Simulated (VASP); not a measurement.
The system is BeS.

```
CELL_PARAMETERS angstrom
0.00000 2.43431 2.43431
2.43431 0.00000 2.43431
2.43431 2.43431 0.00000
ATOMIC_POSITIONS crystal
Be 0.00000 0.00000 0.00000
S 0.75000 0.75000 0.75000
```

Base run:

* Program: VASP 6.6.1
* Functional: PBE
* Potentials or basis: VASP PAW PBE potentials, release 64 (Be, S)
* Cutoff: 520 eV
* k mesh: 6 × 6 × 6
* Occupations: gaussian, width 0.01 eV
* Spin: no spin polarisation

Its results: band gap on the k mesh 3.14 eV, indirect (least direct gap 5.67 eV); pressure 0.5 GPa.

The run is repeated on the same cell with these changes: functional from PBE to r2SCAN; k mesh from 6 × 6 × 6 to 10 × 10 × 10. What comes out?

Band gap on the k mesh 3.60 eV, indirect (least direct gap 6.26 eV); pressure 0.3 GPa.

Several settings changed at once, so the effect can't be laid on one alone.

Caveats: the PAW data sets were made with another functional, which shifts forces and pressure a little (some runs).

A k mesh can miss the band edges.
